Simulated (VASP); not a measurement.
## SnO2: single point with PBE

SnO2:

```
Sn O
1.0
     1.59524    0.92101    4.73571
    -1.59524    0.92101    4.73571
     0.00000   -1.84202    4.73571
Sn O
1 2
Direct
  0.50000 0.50000 0.50000
  0.76283 0.76283 0.76283
  0.23717 0.23717 0.23717
```

```json
{
 "Program": "VASP 6.6.1",
 "Task": "single point",
 "Functional": "PBE",
 "Potentials or basis": "VASP PAW PBE potentials, release 64 (Sn_d, O)",
 "Cutoff": "520 eV",
 "k mesh": "10 × 10 × 10",
 "Occupations": "fermi-dirac, width 0.05 eV",
 "Spin": "no spin polarisation"
}
```

```json
{
 "Pressure": "6.4 GPa",
 "Largest force": "0.372 eV/Å",
 "Band gap on the k mesh": "2.18 eV (least direct gap 2.33 eV)"
}
```

Forces in eV/Å, atoms in the order of the input:
```
Sn   0.000  0.000  0.000
O    0.000  0.000 -0.372
O    0.000  0.000  0.372
```

Stress tensor (GPa, compression positive):
```
7.92 0.00 0.00
0.00 7.92 0.00
0.00 0.00 3.21
```

Levels at points of the mesh, in eV from the valence-band top:
| k point | band 11 | band 12 | band 13 | band 14 | band 15 | band 16 |
| --- | --- | --- | --- | --- | --- | --- |
| (0.00, 0.00, 0.00) | -0.88 | -0.88 | -0.15 | 2.18 | 5.91 | 11.40 |
| (0.50, 0.00, 0.00) | -1.52 | -0.59 | -0.58 | 5.70 | 7.97 | 10.35 |
| (0.50, 0.50, 0.00) | -1.18 | -0.43 | -0.01 | 5.41 | 7.12 | 11.09 |
| (0.50, 0.50, 0.50) | -1.36 | -0.83 | -0.83 | 3.48 | 5.88 | 11.59 |

Wall time 5.4 min on 1 thread of Intel Xeon 8259CL, on a shared host, peak memory 0.29 GiB.

Caveat: the cell stands under pressure; spin-orbit coupling is left out, which moves the levels of the heavy elements. A k mesh can miss the band edges.
